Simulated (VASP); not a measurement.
Write the native input for VASP 6.6.1 that does the following.

```
Task                   : single point
Functional             : r2SCAN
Potentials or basis    : VASP PAW PBE potentials, release 64 (Pt, Se)
Cutoff                 : 520 eV
k mesh                 : 8 × 8 × 8
Occupations            : fermi-dirac, width 0.05 eV
Spin                   : no spin polarisation
Hubbard terms          : Pt d U = 2.0 eV
Dipole correction      : no
Further INCAR settings : ALGO = Normal; EDIFF = 1e-07; NBANDS = 15
```

The system is PtSe.

```
CELL_PARAMETERS angstrom
0.00000 3.03745 3.03745
3.03745 0.00000 3.03745
3.03745 3.03745 0.00000
ATOMIC_POSITIONS crystal
Pt 0.00000 0.00000 0.00000
Se 0.25000 0.25000 0.25000
```

One way to write it, as run:

POSCAR

```
PtSe
1.0
    0.0000000000      3.0374472300      3.0374472300
    3.0374472300      0.0000000000      3.0374472300
    3.0374472300      3.0374472300      0.0000000000
Pt Se
1 1
Direct
    0.0000000000      0.0000000000      0.0000000000
    0.2500000000      0.2500000000      0.2500000000
```

INCAR.step1

```
SYSTEM = PtSe
PREC = Accurate ; ENCUT = 520
ISMEAR = -1 ; SIGMA = 0.05
LREAL = .False. ; LASPH = .True.
NELM = 150 ; LMAXMIX = 4
LDAU = .True. ; LDAUTYPE = 2
LDAUL = 2 -1 ; LDAUU = 2 0
LDAUJ = 0 0 ; NBANDS = 15
GGA = PE ; ALGO = Normal
EDIFF = 1E-4 ; LWAVE = .True.
LCHARG = .False.
```

INCAR.step2

```
SYSTEM = PtSe
PREC = Accurate ; ENCUT = 520
EDIFF = 1E-7 ; ISMEAR = -1
SIGMA = 0.05 ; LREAL = .False.
LASPH = .True. ; NELM = 150
ALGO = Normal ; ISIF = 2
LWAVE = .False. ; LCHARG = .False.
LMAXMIX = 4 ; LDAU = .True.
LDAUTYPE = 2 ; LDAUL = 2 -1
LDAUU = 2 0 ; LDAUJ = 0 0
LDAUPRINT = 1 ; METAGGA = R2SCAN
LMIXTAU = .True. ; NBANDS = 15
ISTART = 1
```

KPOINTS

```
regular mesh
0
Gamma
  8 8 8
  0 0 0
```

Potentials or basis: VASP PAW PBE potentials, release 64 (Pt, Se).

Launch:

```console
$ cat potpaw_PBE.64/Pt/POTCAR potpaw_PBE.64/Se/POTCAR > POTCAR
$ cp INCAR.step1 INCAR
$ mpirun -np 1 vasp_std > vasp.out
$ cp INCAR.step2 INCAR
$ mpirun -np 1 vasp_std > vasp.out
```

It gave:

* Pressure: -13.9 GPa
* Band gap on the k mesh: zero (bands 8 and 9 overlap by 2.68 eV)

Caveat: the cell stands under tension; the PAW data sets were made with another functional, which shifts forces and pressure a little; spin-orbit coupling is left out, which moves the levels of the heavy elements; U without spin polarisation on a metal has little footing.

It took 48 s on 1 thread of Intel(R) Xeon(R) 6975P-C (Granite Rapids), with other jobs on the host, peak memory 0.19 GiB.
